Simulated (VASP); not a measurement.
A run of VASP 6.6.1 is set up as follows.

Contents of INCAR:

```
PREC = Accurate ; ENCUT = 520
EDIFF = 1E-7 ; ISMEAR = 0
SIGMA = 0.1 ; LREAL = F
LASPH = T ; NELM = 150
ALGO = Normal ; ISIF = 2
LWAVE = F ; LCHARG = F
ISPIN = 2 ; MAGMOM = 1 0 0
LORBIT = 11 ; LMAXMIX = 4
GGA = PE ; NBANDS = 23
```

The input KPOINTS:

```
regular mesh
0
Gamma
  6 6 6
```

File POSCAR:

```
CuOF
1.0
    3.3263422900      0.0000000000      0.0000000000
   -1.6631711500      2.8806969300      0.0000000000
    0.0000000000      0.0000000000      3.1953145200
Cu O F
1 1 1
Direct
    0.6666666700      0.3333333300      0.5000000000
    0.3333333300      0.6666666700      0.5000000000
    0.0000000000      0.0000000000      0.0000000000
```

Potentials or basis: VASP PAW PBE potentials, release 64 (Cu, O, F).

Launch:

```console
$ cat potpaw_PBE.64/Cu/POTCAR potpaw_PBE.64/O/POTCAR potpaw_PBE.64/F/POTCAR > POTCAR
$ mpirun -np 1 vasp_std > vasp.out
```

**Question.** What does it give for the net moment?

**Answer.** 1.89 μB per cell.

**Question.** Predict the site moments.

**Answer.** Cu +0.69; O +0.80; F +0.27 μB.

**Question.** Predict the pressure.

**Answer.** 4.1 GPa.

Stress tensor (GPa, compression positive):
```
 0.33  0.00  0.00
 0.00  0.33  0.00
 0.00  0.00 11.51
```

Caveat: the k points lie up to 0.36 Å⁻¹ apart; a cell with one magnetic atom can't hold antiferromagnetic order, which such compounds often take.
